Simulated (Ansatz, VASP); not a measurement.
**Two plane-wave programs on InSb3**

```xyz
8
Lattice="4.0670 2.3481 3.8197 -4.0670 2.3481 3.8197 0.0000 -4.6961 3.8197" Properties=species:S:1:pos:R:3 pbc="T T T"
In    0.0000    0.0000    3.0825
In    0.0000    0.0000    8.3766
Sb    2.2165   -1.2797    7.0512
Sb    0.0000    2.5594    7.0512
Sb   -2.2165   -1.2797    7.0512
Sb   -2.2165    1.2797    4.4079
Sb    2.2165    1.2797    4.4079
Sb    0.0000   -2.5594    4.4079
```

Alike in both runs: task single point; functional PBE; k mesh 6 × 6 × 6; no spin polarisation.

|  | VASP | Ansatz |
| --- | --- | --- |
| version | VASP 6.6.1 | Ansatz 0.2.0 |
| potentials or method | VASP PAW PBE potentials, release 64 (In_d, Sb), cutoff 520 eV | PAW plane waves |
| occupations | fermi-dirac, width 0.1 eV | fermi-dirac |
| valence electrons in the cell | 56 | 116 |

|  | VASP | Ansatz | Ansatz less VASP |
| --- | --- | --- | --- |
| pressure (GPa) | 23.1 | 22.4 | -0.63 |
| traceless stress, the component that is largest in VASP (GPa) | -7.36 | -7.11 | +0.252 |
| rms of the force components (eV/Å) | 3.541 | 3.418 | -0.1230 |

Atom by atom the forces differ by 0.123 eV/Å (rms over components). VASP's potentials hold 56 valence electrons a cell and Ansatz's 116, so a difference there can come from the potentials and not from the codes.

Spin-orbit coupling is off throughout.
